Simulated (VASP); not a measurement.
Input of a VASP 6.6.1 run:

The input INCAR:

```
SYSTEM = HfZrSe4
PREC     = Accurate       ! precision mode
ENCUT    = 520            ! plane-wave cutoff, eV
EDIFF    = 1E-7           ! SCF threshold, eV
ISMEAR   = 0              ! smearing method
SIGMA    = 0.1            ! smearing width, eV
LREAL    = .FALSE.        ! projectors in reciprocal space
LASPH    = .TRUE.         ! aspherical terms in the spheres
NELM     = 80             ! most SCF steps
ALGO     = Normal         ! electronic algorithm
ISIF     = 2              ! what is computed and relaxed
LWAVE    = .FALSE.        ! write WAVECAR
LCHARG   = .FALSE.        ! write CHGCAR
GGA      = PE             ! functional
NBANDS   = 32             ! bands
```

File KPOINTS:

```
regular mesh
0
G
  4 4 4
  0 0 0
```

POSCAR

```
HfZrSe4
1.0
    0.0000000000      4.9060210205      4.9060210205
    4.9060210205      0.0000000000      4.9060210205
    4.9060210205      4.9060210205      0.0000000000
Zr Hf Se
1 1 4
Direct
    0.7500000000      0.7500000000      0.7500000000
    0.2500000000      0.2500000000      0.2500000000
    0.1058632500      0.1058632500      0.1058632500
    0.1058632500      0.1058632500      0.6824102500
    0.1058632500      0.6824102500      0.1058632500
    0.6824102500      0.1058632500      0.1058632500
```

Potentials or basis: VASP PAW PBE potentials, release 64 (Zr_sv, Hf_pv, Se).

Run with:

```sh
$ cat potpaw_PBE.64/Zr_sv/POTCAR potpaw_PBE.64/Hf_pv/POTCAR potpaw_PBE.64/Se/POTCAR > POTCAR
$ mpirun -np 1 vasp_std > vasp.out
```

Problem. Predict the band gap on the k mesh.

Solution. Zero (band 23 reaches 1.39 eV, above the bottom of band 24 at 1.22 eV).

Problem. Predict the largest force.

Solution. 0.016 eV/Å.

Forces in eV/Å, atoms in the order of the input:
```
Zr   0.000  0.000  0.000
Hf   0.000  0.000  0.000
Se   0.009  0.009  0.009
Se  -0.009 -0.009  0.009
Se  -0.009  0.009 -0.009
Se   0.009 -0.009 -0.009
```

Caveat: spin-orbit coupling is left out, which moves the levels of the heavy elements.
